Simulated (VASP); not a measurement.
Wanted: the native input for a VASP 6.6.1 run.

| Item | Value |
| --- | --- |
| Task | single point |
| Functional | PBE |
| Potentials or basis | VASP PAW PBE potentials, release 64 (Ir) |
| Cutoff | 520 eV |
| k mesh | 22 × 22 × 22 |
| Occupations | gaussian, width 0.15 eV |
| Spin | no spin polarisation |
| Dipole correction | no |
| Further INCAR settings | ALGO = Normal; EDIFF = 1e-06; NBANDS = 10 |

The structure of Ir lies in POSCAR:

```
Ir
1.0
    0.0000000000      1.9197000000      1.8237150000
    1.9197000000      0.0000000000      1.8237150000
    1.9197000000      1.9197000000      0.0000000000
Ir
1
Direct
    0.0000000000      0.0000000000      0.0000000000
```

This cell differs from its parent crystal: strain -0.0500 x Voigt [0, 0, 1, 0, 0, 0].

The input as run:

INCAR

```
SYSTEM = Ir
PREC = Accurate ; ENCUT = 520
EDIFF = 1E-6 ; ISMEAR = 0
SIGMA = 0.15 ; LREAL = .False.
LASPH = .True. ; NELM = 80
ALGO = Normal ; ISIF = 2
LWAVE = .False. ; LCHARG = .False.
GGA = PE ; NBANDS = 10
```

KPOINTS

```
Automatic mesh
0
Gamma
  22 22 22
  0 0 0
```

Potentials or basis: VASP PAW PBE potentials, release 64 (Ir).

Launch:

```console
$ cat potpaw_PBE.64/Ir/POTCAR > POTCAR
$ mpirun -np 1 vasp_std > vasp.out
```

Results of the run:

```
Pressure : 33.6 GPa
```

Caveat: the cell differs from its parent crystal (strain -0.0500 x Voigt [0, 0, 1, 0, 0, 0]).

It took 58 s on 1 thread of Intel Xeon 6975P-C (shared host), peak memory 0.24 GiB.
